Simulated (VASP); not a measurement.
# YAl2N3 in VASP: a series of runs, part 2 of 2

VASP 6.6.1.

### Step 3. Single point, PBE

This run uses another cell than the first one, of 10.88 Å³/atom, 0.989 times its volume.

INCAR

```
PREC = Accurate
ENCUT = 520
EDIFF = 1E-6
ISMEAR = 0
SIGMA = 0.1
LREAL = False
LASPH = True
NELM = 100
ALGO = Normal
ISIF = 2
LWAVE = False
LCHARG = False
GGA = PE
NBANDS = 25
```

KPOINTS

```
Automatic mesh
0
Gamma
  6 6 6
```

POSCAR

```
YAl2N3
1.0
    5.1886771890      0.0000000000      0.0000000000
   -2.5943385945      4.4935262577      0.0000000000
    0.0000000000      0.0000000000      2.7991946125
Y Al N
1 2 3
Direct
    0.0000000000      0.0000000000      0.0000000000
    0.3333333333      0.6666666667      0.5000000000
    0.6666666667      0.3333333333      0.5000000000
    0.5000000000      0.0000000000      0.0000000000
    0.0000000000      0.5000000000      0.0000000000
    0.5000000000      0.5000000000      0.0000000000
```

Potentials or basis: VASP PAW PBE potentials, release 64 (Y_sv, Al, N).

Run with:

```console
cat potpaw_PBE.64/Y_sv/POTCAR potpaw_PBE.64/Al/POTCAR potpaw_PBE.64/N/POTCAR > POTCAR
mpirun -np 1 vasp_std > vasp.out
```

OUTCAR:

```text
PREC = Accurate
   ENCUT = 520
   EDIFF = 1E-6
   ISMEAR = 0
   LREAL = False
   LASPH = True
   NELM = 100
   ISIF = 2
   GGA = PE

 ion  position               nearest neighbor table
   1  0.000  0.000  0.000-   5 2.59   6 2.59   5 2.59   6 2.59   4 2.59   4 2.59   3 3.31   3 3.31
                             2 3.31   2 3.31   2 3.31   3 3.31   2 3.31   3 3.31   2 3.31   3 3.31
   2  0.333  0.667  0.500-   4 2.05   4 2.05   5 2.05   5 2.05   6 2.05   6 2.05   3 3.00   3 3.00
                             3 3.00   1 3.31   1 3.31   1 3.31   1 3.31   1 3.31   1 3.31
   3  0.667  0.333  0.500-   4 2.05   4 2.05   5 2.05   5 2.05   6 2.05   6 2.05   2 3.00   2 3.00
                             2 3.00   1 3.31   1 3.31   1 3.31   1 3.31   1 3.31   1 3.31
   4  0.500  0.000  0.000-   2 2.05   3 2.05   2 2.05   3 2.05   1 2.59   1 2.59
   5  0.000  0.500  0.000-   2 2.05   3 2.05   2 2.05   3 2.05   1 2.59   1 2.59
   6  0.500  0.500  0.000-   2 2.05   3 2.05   2 2.05   3 2.05   1 2.59   1 2.59

  LATTYP: Found a hexagonal cell.
 ALAT       =     5.1886771890
 C/A-ratio  =     0.5394813573

  Lattice vectors:

 A1 = (   5.1886771890,   0.0000000000,   0.0000000000)
 A2 = (  -2.5943385945,   4.4935262577,   0.0000000000)
 A3 = (   0.0000000000,   0.0000000000,   2.7991946125)

Analysis of symmetry for initial positions (statically):
[... 184 lines left out ...]
 val. band max:        7.6205549506   @ k =   0.1667   0.0000   0.5000
 cond. band min:       7.6649337393   @ k =   0.1667   0.0000   0.3333
 fundamental gap:      0.0443787887
 Fermi energy:         7.6333775630

 k-point     1 :       0.0000    0.0000    0.0000
  band No.  band energies     occupation
      1     -34.9797      2.00000
      2     -14.9080      2.00000
      3     -14.9080      2.00000
      4     -14.1176      2.00000
      5      -9.0149      2.00000
      6      -6.1360      2.00000
[... 661 lines left out ...]
     24      15.2276      0.00000
     25      15.5994      0.00000

 [... further k-points ...]
[... 5 lines left out ...]
  --------------------------------------------------------------------------------------
  -------------------------------------------------------------------------------------
  Total       -0.0439328     -0.0439328     -0.0854752     -0.0000000      0.0000000      0.0000000
  in kB       -1.0785068     -1.0785068     -2.0983292     -0.0000000      0.0000000      0.0000000
  external PRESSURE =      -1.4184476 kB  Pullay stress =       0.0000000 kB

 VOLUME and BASIS-vectors are now :
 -----------------------------------------------------------------------------
  energy-cutoff  :      520.00
  volume of cell :       65.26
      direct lattice vectors                 reciprocal lattice vectors
     5.188677189  0.000000000  0.000000000     0.192727349  0.111271187  0.000000000
    -2.594338594  4.493526258  0.000000000     0.000000000  0.222542374  0.000000000
     0.000000000  0.000000000  2.799194613     0.000000000  0.000000000  0.357245615

 POSITION                                       TOTAL-FORCE (eV/Angst)
 -----------------------------------------------------------------------------------
      0.00000      0.00000      0.00000        -0.000000      0.000000      0.000000
     -0.00000      2.99568      1.39960        -0.000000     -0.000000      0.000000
      2.59434      1.49784      1.39960         0.000000      0.000000      0.000000
      2.59434      0.00000      0.00000        -0.000000      0.000000      0.000000
     -1.29717      2.24676      0.00000        -0.000000      0.000000      0.000000
      1.29717      2.24676      0.00000        -0.000000      0.000000      0.000000
 -----------------------------------------------------------------------------------
    total drift:                               -0.000000      0.000000     -0.000000

  FREE ENERGIE OF THE ION-ELECTRON SYSTEM (eV)
  ---------------------------------------------------
  free  energy   TOTEN  =       -41.6777992618 eV

  energy  without entropy=      -41.6620516835  energy(sigma->0) =      -41.66992547
```

OSZICAR:

```text
N       E                     dE             d eps       ncg     rms          rms(c)
DAV:   1     0.130859188013E+03    0.13086E+03   -0.15870E+04  1400   0.123E+03
DAV:   2    -0.421858483834E+02   -0.17305E+03   -0.15906E+03  1872   0.261E+02
DAV:   3    -0.511885035849E+02   -0.90027E+01   -0.89023E+01  1886   0.555E+01
DAV:   4    -0.514020436408E+02   -0.21354E+00   -0.21331E+00  1966   0.774E+00
[... 16 lines left out ...]
DAV:  21    -0.416778449998E+02    0.22608E-03   -0.88887E-04  1479   0.199E-01    0.197E-01
DAV:  22    -0.416778652890E+02   -0.20289E-04   -0.34881E-04  1769   0.107E-01    0.326E-01
DAV:  23    -0.416778125519E+02    0.52737E-04   -0.82909E-05  1598   0.520E-02    0.152E-01
DAV:  24    -0.416778002265E+02    0.12325E-04   -0.31018E-05  1735   0.334E-02    0.355E-02
DAV:  25    -0.416777992618E+02    0.96470E-06   -0.34475E-06  1706   0.998E-03
   1 F= -.41677799E+02 E0= -.41669925E+02  d E =-.157476E-01
```

stdout:

```text
POSCAR found type information on POSCAR Y AlN
 POSCAR found :  3 types and       6 ions
 scaLAPACK will be used
 LDA part: xc-table for (Slater+PW92), standard interpolation
 POSCAR, INCAR and KPOINTS ok, starting setup
 FFT: planning ... GRIDC
 FFT: planning ... GRID_SOFT
 FFT: planning ... GRID
 WAVECAR not read
 entering main loop
```

It took 54 s on 1 thread of AMD EPYC 9R45 (Zen 5), shared host; peak memory 0.19 GiB.

Results:

```
Free energy            : -41.6778 eV
Pressure               : -0.1 GPa
Band gap on the k mesh : zero (band 16 reaches 8.15 eV, above the bottom of band 17 at 7.12 eV)
```

Stress tensor (GPa, compression positive):
```
-0.11  0.00  0.00
 0.00 -0.11  0.00
 0.00  0.00 -0.21
```

Caveat: the k points lie up to 0.37 Å⁻¹ apart.

### Step 4. Relaxation of cell and atoms, PBE

INCAR

```
ALGO = Normal ; EDIFF = 1E-6
EDIFFG = -0.04 ; ENCUT = 600
GGA = PE ; IBRION = 2
ISIF = 3 ; ISMEAR = 0
LASPH = True ; LCHARG = False
LREAL = False ; LWAVE = False
NELM = 60 ; NSW = 90
PREC = Accurate ; SIGMA = 0.1
```

KPOINTS

```
k-points
0
Gamma
  6 6 6
```

POSCAR, as its differences from that of step 3:

```diff
@@ -2,5 +2,5 @@
 1.0
-    5.1886771890      0.0000000000      0.0000000000
-   -2.5943385945      4.4935262577      0.0000000000
-    0.0000000000      0.0000000000      2.7991946125
+    5.1128202724      0.0000000000      0.0000000000
+   -2.5564101362      4.4278322409      0.0000000000
+    0.0000000000      0.0000000000      2.9153372523
 Y Al N
```

Run with:

```console
cat potpaw_PBE.64/Y_sv/POTCAR potpaw_PBE.64/Al/POTCAR potpaw_PBE.64/N/POTCAR > POTCAR
mpirun -np 1 vasp_std > vasp.out
```

It took 83 s on 1 thread of AMD EPYC 9R45 (Zen 5), shared host; peak memory 0.21 GiB.

It converged, with:

```
Free energy                            : -41.6834 eV
Relaxed volume                         : 10.89 Å³/atom
Relaxed cell                           : a = 5.192 Å, b = 5.192 Å, c = 2.799 Å, α = 90.00°, β = 90.00°, γ = 120.00°
Space group after relaxing (to 0.05 Å) : P6/mmm (No. 191)
Energy gained by relaxing              : 30.9 meV/atom
Ionic steps                            : 3
Pressure after relaxing                : -0.4 GPa
Band gap on the k mesh                 : zero (band 16 reaches 8.14 eV, above the bottom of band 17 at 7.11 eV)
```

Stress tensor (GPa, compression positive):
```
-0.51  0.00  0.00
 0.00 -0.51  0.00
 0.00  0.00 -0.30
```

Step by step:
| step | energy change (eV) | largest force (eV/Å) | pressure (GPa) | volume (Å³) |
| --- | --- | --- | --- | --- |
| 1 | 0.0000 | 0.0000 | -1.19 | 66.00 |
| 2 | -0.1622 | 0.0000 | 0.55 | 65.11 |
| 3 | -0.1853 | 0.0000 | -0.44 | 65.34 |

Final structure:
```
Y Al N
1.0
     5.19203    0.00000    0.00000
    -2.59601    4.49643    0.00000
     0.00000    0.00000    2.79888
Y Al N
1 2 3
Direct
  0.00000 0.00000 0.00000
  0.33333 0.66667 0.50000
  0.66667 0.33333 0.50000
  0.50000 0.00000 0.00000
  0.00000 0.50000 0.00000
  0.50000 0.50000 0.00000
```

Levels at points of the mesh, in eV from the Fermi level:
```tsv
k point	band 14	band 15	band 16	band 17	band 18	band 19
(0.00, 0.00, 0.00)	-0.47	-0.11	0.08	0.08	2.91	2.91
(0.50, 0.00, 0.00)	-1.46	-1.01	-0.54	-0.30	3.57	3.85
(0.00, 0.00, 0.50)	-1.46	-1.46	0.52	0.66	0.66	2.22
(0.50, 0.00, 0.50)	-2.62	-1.33	-0.19	0.26	1.03	2.41
```

### Step 5. The runs side by side

| task | cell | k mesh | cutoff (eV) | gap on the mesh (eV) | pressure (GPa) |
| --- | --- | --- | --- | --- | --- |
| single point | a = 5.113, b = 5.113, c = 2.915 Å, angles 90.0, 90.0, 120.0°, 6 atoms | 6 × 6 × 2 | 520 | none | -0.2 |
| single point | a = 5.189, b = 5.189, c = 2.799 Å, angles 90.0, 90.0, 120.0°, 6 atoms | 6 × 6 × 6 | 520 | none | -0.1 |
| relaxation of cell and atoms | relaxed from a = 5.113, b = 5.113, c = 2.915 Å, angles 90.0, 90.0, 120.0°, 6 atoms | 6 × 6 × 6 | 600 | none | -0.4 |

Alike in all rows: level PBE; potentials or basis VASP PAW PBE potentials, release 64 (Y_sv, Al, N); no spin polarisation; smearing gaussian 0.1 eV.

Caveats: some runs use coarse meshes.

Absolute energies hang on the potentials; compare differences alone.
